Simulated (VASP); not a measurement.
Runs of VASP 6.6.1 on SiO2. The structure is that of space group I-42d (No. 122), or close to it. The cells are those of the table. 

| cell | gap on the mesh (eV) | pressure (GPa) | largest force (eV/Å) |
| --- | --- | --- | --- |
| a = 5.160 Å, angles 123.7, 123.7, 83.8°, 6 atoms | 5.29 | -13.2 | 1.12 |
| a = 4.984 Å, angles 123.7, 123.7, 83.8°, 6 atoms | 5.99 | (a) | 0.10 |
| a = 4.938 Å, angles 123.7, 123.7, 83.8°, 6 atoms | 6.15 | 7.8 | 0.50 |
| a = 5.073 Å, angles 123.7, 123.7, 83.8°, 6 atoms | 5.65 | -6.4 | 0.57 |
| a = 5.117 Å, angles 123.7, 123.7, 83.8°, 6 atoms | 5.47 | -10.0 | 0.86 |
| a = 4.891 Å, angles 123.7, 123.7, 83.8°, 6 atoms | (b) | 14.0 | 0.94 |
| a = 5.029 Å, angles 123.7, 123.7, 83.8°, 6 atoms | 5.82 | -2.3 | 0.25 |

Alike in all rows: task single point; level LDA; potentials or basis VASP PAW LDA potentials, release 64 (Si, O); no spin polarisation; k mesh 6 × 6 × 6; cutoff (eV) 520; smearing gaussian 0.01 eV.

Problem. Fill in the values left out.

Solution. (a) 2.4; (b) 6.31.

Caveats: forces of over 1 eV/Å act on the atoms, so gaps and moduli don't describe the material at rest (some runs).

A k mesh can miss the band edges.
